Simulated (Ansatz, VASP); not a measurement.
**One calculation of Ga, two programs**

```
CELL_PARAMETERS angstrom
-1.42216 1.39987 2.22900
1.39987 -1.42216 2.22900
1.40813 1.40813 -2.24304
ATOMIC_POSITIONS crystal
Ga 0.00000 0.00000 0.00000
```

Change from the starting cell: equal xy, yz and zx shear strains of -1 %, crystal datasets.

Alike in both runs: task electric field gradients; functional PBE; k mesh 14 × 14 × 16; occupations fermi-dirac, width 0.05 eV; no spin polarisation.

|  | VASP | Ansatz |
| --- | --- | --- |
| version | VASP 6.6.1 | Ansatz 0.2.0 |
| potentials or method | VASP PAW PBE potentials, release 64 (Ga_d), cutoff 520 eV | all-electron PAW with datasets made for the crystal, scalar-relativistic |

```csv
,VASP,Ansatz,Ansatz less VASP
pressure (GPa),4.4,4.4,-0.09
"traceless stress, the component that is largest in VASP (GPa)",-0.49,-0.47,+0.022
size of Vzz on the site where it differs most (V/Å²),20.0,21.4,+1.36
```

Ansatz ran all-electron here, and VASP with PAW potentials.
